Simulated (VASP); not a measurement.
Write the native input for VASP 6.6.1 that does the following.

| Quantity | Value |
| --- | --- |
| Task | single point |
| Functional | PBE |
| Potentials or basis | VASP PAW PBE potentials, release 64 (Re) |
| Cutoff | 520 eV |
| k mesh | 21 × 21 × 12 |
| Occupations | fermi-dirac, width 0.1 eV |
| Spin | no spin polarisation |
| Dipole correction | no |
| Further INCAR settings | ALGO = Normal; EDIFF = 1e-06; NBANDS = 14 |

The structure of Re lies in POSCAR:

```
Re
1.0
    2.8134126086      0.0000000000      0.0000000000
   -1.4067063043      2.4364867904      0.0000000000
    0.0000000000      0.0000000000      4.5377527636
Re
2
Direct
    0.3333333333      0.6666666667      0.2500000000
    0.6666666667      0.3333333333      0.7500000000
```

These files were run (other wordings do the same):

INCAR

```
PREC = Accurate
ENCUT = 520
EDIFF = 1E-6
ISMEAR = -1
SIGMA = 0.1
LREAL = False
LASPH = True
NELM = 100
ALGO = Normal
ISIF = 2
LWAVE = False
LCHARG = True
GGA = PE
LELF = True
LVHAR = True
NBANDS = 14
```

KPOINTS

```
Automatic mesh
0
Gamma
  21 21 12
```

Potentials or basis: VASP PAW PBE potentials, release 64 (Re).

Launch:

```sh
$ cat potpaw_PBE.64/Re/POTCAR > POTCAR
$ mpirun -np 1 vasp_std > vasp.out
```

Results of the run:

```yaml
Pressure: -13.8 GPa
Band_gap_on_the_k_mesh: zero (bands 7 and 8 overlap by 2.96 eV)
```

Caveat: the cell stands under tension; spin-orbit coupling is left out, which moves the levels of the heavy elements.

It took 2.6 min on 1 thread of Intel Xeon 8259CL, on a shared host, peak memory 0.26 GiB.
